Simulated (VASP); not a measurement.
A run of VASP 6.6.1 is set up as follows.

POSCAR

```
Au
1.0
    1.4122422650     -2.5353558905      0.0000000000
    1.4122422650      2.5353558905      0.0000000000
    0.0000000000      0.0000000000      4.8207237395
Au
2
Direct
    0.6632616481      0.3367383519      0.2500000000
    0.3367383519      0.6632616481      0.7500000000
```

Contents of INCAR.step1:

```
SYSTEM = Au
ALGO = Normal ; EDIFF = 1E-4
ENCUT = 520 ; GGA = PE
ISMEAR = 0 ; LASPH = .TRUE.
LCHARG = .FALSE. ; LREAL = .FALSE.
LWAVE = .TRUE. ; NBANDS = 18
NELM = 60 ; PREC = Accurate
SIGMA = 0.1
```

INCAR.step2

```
SYSTEM = Au
ALGO = Normal ; EDIFF = 1E-7
ENCUT = 520 ; ISIF = 2
ISMEAR = 0 ; ISTART = 1
LASPH = .TRUE. ; LCHARG = .FALSE.
LMIXTAU = .TRUE. ; LREAL = .FALSE.
LWAVE = .FALSE. ; METAGGA = R2SCAN
NBANDS = 18 ; NELM = 60
PREC = Accurate ; SIGMA = 0.1
```

Contents of KPOINTS:

```
k-points
0
G
  16 16 10
  0 0 0
```

Potentials or basis: VASP PAW PBE potentials, release 64 (Au).

Command:

```sh
$ cat potpaw_PBE.64/Au/POTCAR > POTCAR
$ cp INCAR.step1 INCAR
$ mpirun -np 1 vasp_std > vasp.out
$ cp INCAR.step2 INCAR
$ mpirun -np 1 vasp_std > vasp.out
```

**Question.** What does it give for the pressure?

**Answer.** 3.3 GPa.

**Question.** Estimate the band gap on the k mesh.

**Answer.** Zero (bands 11 and 12 overlap by 6.99 eV).

Stress tensor (GPa, compression positive):
```
3.36 0.00 0.00
0.00 3.29 0.00
0.00 0.00 3.25
```

Caveat: the cell stands under pressure; the PAW data sets were made with another functional, which shifts forces and pressure a little; spin-orbit coupling is left out, which moves the levels of the heavy elements.
